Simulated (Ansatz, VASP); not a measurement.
Given: the input of a run of Ansatz 0.2.0 on AgCl.

Contents of input.yaml:

```yaml
crystal:
  lattice:
    - [3.846716119, 0.0, 0.0]
    - [0.0, 3.9213292337, 0.0]
    - [-0.5379446095, 0.0, 5.4586701219]
  atoms:
    - { symbol: Ag, position: [0.815981, 0.75, 0.781919] }
    - { symbol: Ag, position: [0.184019, 0.25, 0.218081] }
    - { symbol: Cl, position: [0.292342, 0.25, 0.737436] }
    - { symbol: Cl, position: [0.707658, 0.75, 0.262564] }
hamiltonian:
  xc: pbe
  pseudopotentials: { kind: paw }
kpoints:
  mp_grid: { grid: [7, 7, 5] }
scf:
  occupations: { method: fermi_dirac, width: 0.05 }
output:
  forces: true
  stress: true
  eigenvalues: true
```

Potentials or basis: Ansatz PAW.

Launch:

```sh
$ ansatz run input.yaml --threads 2 --pin off --max-ram 5120MiB --backend cpu --events-out ev --progress --plain --runs-dir out
```

Problem. Set up the same calculation for VASP 6.6.1. Potentials there: VASP PAW PBE potentials, release 64 (Ag, Cl).

Solution. As run (the cutoff follows the program's own potentials):

The input INCAR:

```
SYSTEM = AgCl
PREC = Accurate
ENCUT = 520
EDIFF = 1E-6
ISMEAR = -1
SIGMA = 0.05
LREAL = .False.
LASPH = .True.
NELM = 60
ALGO = Normal
ISIF = 2
LWAVE = .False.
LCHARG = .False.
GGA = PE
NBANDS = 26
```

Contents of KPOINTS:

```
regular mesh
0
Gamma
  7 7 5
  0 0 0
```

The input POSCAR:

```
AgCl
1.0
    3.8467161190      0.0000000000      0.0000000000
    0.0000000000      3.9213292337      0.0000000000
   -0.5379446095      0.0000000000      5.4586701219
Ag Cl
2 2
Direct
    0.8159810000      0.7500000000      0.7819190000
    0.1840190000      0.2500000000      0.2180810000
    0.2923420000      0.2500000000      0.7374360000
    0.7076580000      0.7500000000      0.2625640000
```

Potentials or basis: VASP PAW PBE potentials, release 64 (Ag, Cl).

Run with:

```console
$ cat potpaw_PBE.64/Ag/POTCAR potpaw_PBE.64/Cl/POTCAR > POTCAR
$ mpirun -np 1 vasp_std > vasp.out
```

Both were run:

|  | VASP | Ansatz | Ansatz less VASP |
| --- | --- | --- | --- |
| gap on the k mesh at the Fermi level (eV) | 0.90 | 0.90 | +0.001 |
| least direct gap on the mesh (eV) | 2.37 | 2.37 | +0.001 |
| pressure (GPa) | 2.7 | 2.8 | +0.13 |
| traceless stress, the component that is largest in VASP (GPa) | -0.20 | -0.22 | -0.014 |
| rms of the force components (eV/Å) | 0.051 | 0.054 | +0.0030 |

Atom by atom the forces differ by 0.003 eV/Å (rms over components). VASP's potentials hold 36 valence electrons a cell and Ansatz's 52, so a difference there can come from the potentials and not from the codes.

Noted on Ansatz's run: odd divisions of the mesh miss points on the zone boundary, where band edges often lie, so the gap on the mesh can be too wide.
